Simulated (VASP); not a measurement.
Input of a VASP 6.6.1 run:

Contents of POSCAR:

```
AlGa3N4
1.0
    5.1389202027      0.0000000000      0.0000171871
    0.0000000000      3.1634143065      0.0000000000
   -0.0036943801      0.0000000000      5.4769945785
Al Ga N
1 3 4
Direct
    0.0005828856      0.5000000000      0.6672982355
    0.4991712867      0.5000000000      0.3350606990
    0.4992511921      0.0000000000      0.8314570702
    0.9998609978      0.0000000000      0.1661913850
    0.1194130437      0.5000000000      0.3406010341
    0.1173310430      0.0000000000      0.8259310374
    0.6202395493      0.0000000000      0.1661937142
    0.6317500118      0.5000000000      0.6672678245
```

Contents of INCAR.step1:

```
SYSTEM = AlGa3N4
ALGO     = Normal         ! electronic algorithm
EDIFF    = 1E-4           ! SCF threshold, eV
ENCUT    = 520            ! plane-wave cutoff, eV
GGA      = PE             ! functional
ISMEAR   = 0              ! smearing method
LASPH    = .TRUE.         ! aspherical terms in the spheres
LCHARG   = .FALSE.        ! write CHGCAR
LREAL    = .FALSE.        ! projectors in reciprocal space
LWAVE    = .TRUE.         ! write WAVECAR
NBANDS   = 41             ! bands
NELM     = 100            ! most SCF steps
PREC     = Accurate       ! precision mode
SIGMA    = 0.02           ! smearing width, eV
```

Contents of INCAR.step2:

```
SYSTEM = AlGa3N4
ALGO     = Normal         ! electronic algorithm
EDIFF    = 1E-6           ! SCF threshold, eV
ENCUT    = 520            ! plane-wave cutoff, eV
ISIF     = 2              ! what is computed and relaxed
ISMEAR   = 0              ! smearing method
ISTART   = 1            
LASPH    = .TRUE.         ! aspherical terms in the spheres
LCHARG   = .TRUE.         ! write CHGCAR
LELF     = .TRUE.         ! ELF
LMIXTAU  = .TRUE.       
LREAL    = .FALSE.        ! projectors in reciprocal space
LVHAR    = .TRUE.       
LWAVE    = .FALSE.        ! write WAVECAR
METAGGA  = R2SCAN         ! meta-GGA
NBANDS   = 41             ! bands
NELM     = 100            ! most SCF steps
PREC     = Accurate       ! precision mode
SIGMA    = 0.02           ! smearing width, eV
```

The input KPOINTS:

```
k-points
0
G
  6 8 4
  0 0 0
```

Potentials or basis: VASP PAW PBE potentials, release 64 (Al, Ga_d, N).

Run with:

```sh
$ cat potpaw_PBE.64/Al/POTCAR potpaw_PBE.64/Ga_d/POTCAR potpaw_PBE.64/N/POTCAR > POTCAR
$ cp INCAR.step1 INCAR
$ mpirun -np 1 vasp_std > vasp.out
$ cp INCAR.step2 INCAR
$ mpirun -np 1 vasp_std > vasp.out
```

(1) Estimate the band gap on the k mesh.

(2) Estimate the pressure.

(3) Estimate the largest force.

## Answers

(1) 2.88 eV, direct.

(2) 0.7 GPa.

(3) 0.086 eV/Å.

Caveat: the PAW data sets were made with another functional, which shifts forces and pressure a little.
